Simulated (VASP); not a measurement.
Runs of VASP 6.6.1 on CaSe. The structure is that of space group Fm-3m (No. 225), or close to it. The cells are those of the table. 

```csv
level,cell,smearing,gap on the mesh (eV),pressure (GPa)
r2SCAN,"a = 4.227, b = 4.227, c = 4.197 Å, angles 60.2, 60.2, 59.5°, 2 atoms",gaussian 0.01 eV,2.55,-0.5
PBE,"a = 4.197, b = 4.237, c = 4.237 Å, angles 59.4, 60.3, 60.3°, 2 atoms",fermi-dirac 0.02 eV,2.09,(a)
PBE,"a = 4.227, b = 4.227, c = 4.197 Å, angles 60.2, 60.2, 59.5°, 2 atoms",fermi-dirac 0.02 eV,(b),0.1
r2SCAN,"a = 4.197, b = 4.237, c = 4.237 Å, angles 59.4, 60.3, 60.3°, 2 atoms",gaussian 0.01 eV,2.56,-0.7
```

Alike in all rows: task single point; potentials or basis VASP PAW PBE potentials, release 64 (Ca_sv, Se); no spin polarisation; k mesh 8 × 8 × 8; cutoff (eV) 520.

Question: Estimate the missing entries.

Answer: (a) -0.1; (b) 2.08.

Caveats: the PAW data sets were made with another functional, which shifts forces and pressure a little (at least some runs).

A k mesh can miss the band edges, and the runs leave out spin-orbit coupling on Se.
